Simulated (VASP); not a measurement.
# CdO (Fm-3m) in VASP: elastic constants with PBEsol

Aim: the elastic constants of CdO with PBEsol.

Everything below comes from runs of VASP 6.6.1. Logs are shortened: lines on timing, memory, paths and dates and some standing lists are left out, and cuts for length are marked.

**1. The cell of the first run**

The structure is cubic, space group Fm-3m (No. 225). The conventional cell has a = 4.623 Å, b = 4.623 Å, c = 4.623 Å, α = 90.00°, β = 90.00°, γ = 90.00°. Cd (site symmetry m-3m) has 6 O at 2.31 Å within 3.1 Å. O (site symmetry m-3m) has 6 Cd at 2.31 Å within 3.1 Å.

**2. Elastic constants, PBEsol**

Input file INCAR:

```
SYSTEM = CdO
PREC = Accurate
ENCUT = 600
EDIFF = 1E-8
ISMEAR = -1
SIGMA = 0.05
LREAL = .False.
LASPH = .True.
NELM = 120
ALGO = Normal
ISIF = 3
LWAVE = .False.
LCHARG = .True.
GGA = PS
IBRION = 6
NFREE = 2
POTIM = 0.015
NSW = 1
GGA_COMPAT = .False.
```

Input file KPOINTS:

```
Automatic mesh
0
Gamma
  18 18 18
  0 0 0
```

Input file POSCAR:

```
CdO
1.0
    0.0000000000      2.3115013392      2.3115013392
    2.3115013392      0.0000000000      2.3115013392
    2.3115013392      2.3115013392      0.0000000000
Cd O
1 1
Direct
    0.0000000000      0.0000000000      0.0000000000
    0.5000000000      0.5000000000      0.5000000000
```

Potentials or basis: VASP PAW PBE potentials, release 64 (Cd, O).

Run with:

```bash
$ cat potpaw_PBE.64/Cd/POTCAR potpaw_PBE.64/O/POTCAR > POTCAR
$ mpirun -np 1 vasp_std > vasp.out
```

OUTCAR:

```text
SYSTEM = CdO
   PREC = Accurate
   ENCUT = 600
   EDIFF = 1E-8
   ISMEAR = -1
   LREAL = .False.
   LASPH = .True.
   NELM = 120
   ISIF = 3
   GGA = PS
   IBRION = 6
   NFREE = 2
   POTIM = 0.015
   NSW = 1

 ion  position               nearest neighbor table
   1  0.000  0.000  0.000-   2 2.31   2 2.31   2 2.31   2 2.31   2 2.31   2 2.31
   2  0.500  0.500  0.500-   1 2.31   1 2.31   1 2.31   1 2.31   1 2.31   1 2.31

  LATTYP: Found a face centered cubic cell.
 ALAT       =     4.6230026784

  Lattice vectors:

 A1 = (   0.0000000000,   2.3115013392,   2.3115013392)
 A2 = (   2.3115013392,   0.0000000000,   2.3115013392)
 A3 = (   2.3115013392,   2.3115013392,   0.0000000000)

Analysis of symmetry for initial positions (statically):
=====================================================================
 Subroutine PRICEL returns:
 Original cell was already a primitive cell.

 Routine SETGRP: Setting up the symmetry group for a
 face centered cubic supercell.

 Subroutine GETGRP returns: Found 48 space group operations
 (whereof 48 operations were pure point group operations)
 out of a pool of 48 trial point group operations.

The static configuration has the point symmetry O_h .

Analysis of symmetry for dynamics (positions and initial velocities):
=====================================================================
 Subroutine PRICEL returns:
 Original cell was already a primitive cell.

 Routine SETGRP: Setting up the symmetry group for a
 face centered cubic supercell.

 Subroutine GETGRP returns: Found 48 space group operations
 (whereof 48 operations were pure point group operations)
 out of a pool of 48 trial point group operations.

The dynamic configuration has the point symmetry O_h .

 Subroutine INISYM returns: Found 48 space group operations
 (whereof 48 operations are pure point group operations),
 and found     1 'primitive' translations

[... 721 lines left out ...]
     10       5.0463      0.00000
     11      12.8973      0.00000
     12      15.8824      0.00000
     13      16.8016      0.00000

 [... further k-points ...]

------------------------ aborting loop because EDIFF is reached ----------------------------------------

  FORCE on cell =-STRESS in cart. coord.  units (eV):
  Direction    XX          YY          ZZ          XY          YZ          ZX
  --------------------------------------------------------------------------------------
  -------------------------------------------------------------------------------------
  Total        1.3581087      1.3485285      1.3485285     -0.0000000     -0.0000000      0.0000000
  in kB       88.0912316     87.4698241     87.4698241     -0.0000000     -0.0000000      0.0000000
  external PRESSURE =      87.6769599 kB  Pullay stress =       0.0000000 kB
[... 17 lines left out ...]
  FREE ENERGIE OF THE ION-ELECTRON SYSTEM (eV)
  ---------------------------------------------------
  free  energy   TOTEN  =        -8.4680825211 eV

  energy  without entropy=       -8.4671259829  energy(sigma->0) =       -8.46760425

 INTERNAL STRAIN TENSORS FROM STRAINED CELLS
 ============================================

 INTERNAL STRAIN TENSOR FOR ION    1 for displacements in x,y,z  (eV/Angst):
          X           Y           Z          XY          YZ          ZX
  --------------------------------------------------------------------------------
  x     0.00000     0.00000     0.00000     0.00000    -0.00000    -0.00000
  y     0.00000    -0.00000    -0.00000     0.00000     0.00000    -0.00000
  z    -0.00000    -0.00000     0.00000     0.00000     0.00000     0.00000

 INTERNAL STRAIN TENSORS FROM DISPLACED ATOMS
 ============================================

 INTERNAL STRAIN TENSOR FOR ION    1 for displacements in x,y,z  (eV/Angst):
          X           Y           Z          XY          YZ          ZX
  --------------------------------------------------------------------------------
  x     0.00000     0.00000     0.00000     0.00000     0.00000     0.00000
  y     0.00000     0.00000     0.00000     0.00000     0.00000     0.00000
  z     0.00000     0.00000     0.00000     0.00000     0.00000     0.00000

 INTERNAL STRAIN TENSOR FOR ION    2 for displacements in x,y,z  (eV/Angst):
          X           Y           Z          XY          YZ          ZX
  --------------------------------------------------------------------------------
  x     0.00000     0.00000     0.00000     0.00000     0.00000     0.00000
  y     0.00000     0.00000     0.00000     0.00000     0.00000     0.00000
  z     0.00000     0.00000     0.00000     0.00000     0.00000     0.00000

 Eigenvectors and eigenvalues of the dynamical matrix
 ----------------------------------------------------

   1 f  =    9.144832 THz    57.458673 2PiTHz  305.038757 cm-1    37.819969 meV
             X         Y         Z           dx          dy          dz
      0.000000  0.000000  0.000000     0.000000    0.353002    0.000000
      2.311501  2.311501  2.311501     0.000000   -0.935623    0.000000
[... 21 lines left out ...]
   6 f/i=    0.000146 THz     0.000919 2PiTHz    0.004876 cm-1     0.000605 meV
             X         Y         Z           dx          dy          dz
      0.000000  0.000000  0.000000     0.000000    0.000000    0.935623
      2.311501  2.311501  2.311501     0.000000    0.000000    0.353002

--------------------------------------------------------------------------------------------------------

 ELASTIC MODULI CONTR FROM IONIC RELAXATION (kBar)
 Direction    XX          YY          ZZ          XY          YZ          ZX
 --------------------------------------------------------------------------------
 XX           0.0000      0.0000      0.0000      0.0000      0.0000      0.0000
 YY           0.0000      0.0000      0.0000      0.0000      0.0000      0.0000
 ZZ           0.0000      0.0000      0.0000      0.0000      0.0000      0.0000
 XY           0.0000      0.0000      0.0000      0.0000      0.0000      0.0000
 YZ           0.0000      0.0000      0.0000      0.0000      0.0000      0.0000
 ZX           0.0000      0.0000      0.0000      0.0000      0.0000      0.0000
 --------------------------------------------------------------------------------

 TOTAL ELASTIC MODULI (kBar)
 Direction    XX          YY          ZZ          XY          YZ          ZX
 --------------------------------------------------------------------------------
 XX        2819.1842   1255.8638   1255.8638     -0.0000     -0.0000     -0.0000
 YY        1255.8638   2819.1842   1255.8638     -0.0000      0.0000      0.0000
 ZZ        1255.8638   1255.8638   2819.1842     -0.0000     -0.0000     -0.0000
 XY          -0.0000     -0.0000     -0.0000    438.7770      0.0000     -0.0000
 YZ          -0.0000      0.0000     -0.0000      0.0000    438.7770     -0.0000
 ZX          -0.0000      0.0000     -0.0000     -0.0000     -0.0000    438.7770
 --------------------------------------------------------------------------------
```

Run time: 27 min. Hardware: 1 thread of Intel Xeon 6975P-C (Granite Rapids), shared host; peak memory 1.1 GiB.

Results:

```yaml
Elastic_constants_C11_C12_C44: 282, 126, 44 GPa
Voigt_bulk_modulus: 178 GPa
Highest_phonon_frequency_at_Γ_LO-TO_splitting_left_out: 305 cm⁻¹
```

Phonon frequencies in cm⁻¹ (negative: imaginary):
```
              q point        frequencies
(0.000, 0.000, 0.000)  0 0 0 305 305 305
```

Elastic tensor in Voigt notation (GPa, in the Cartesian axes of the cell as first typed):
```
282 126 126   0   0   0
126 282 126   0   0   0
126 126 282   0   0   0
  0   0   0  44   0   0
  0   0   0   0  44   0
  0   0   0   0   0  44
```

Clamped-ion elastic tensor (GPa):
```
282 126 126   0   0   0
126 282 126   0   0   0
126 126 282   0   0   0
  0   0   0  44   0   0
  0   0   0   0  44   0
  0   0   0   0   0  44
```

Caveat: the cell is under stress, which shifts elastic constants; the PAW data sets were made with another functional, which shifts forces and pressure a little.
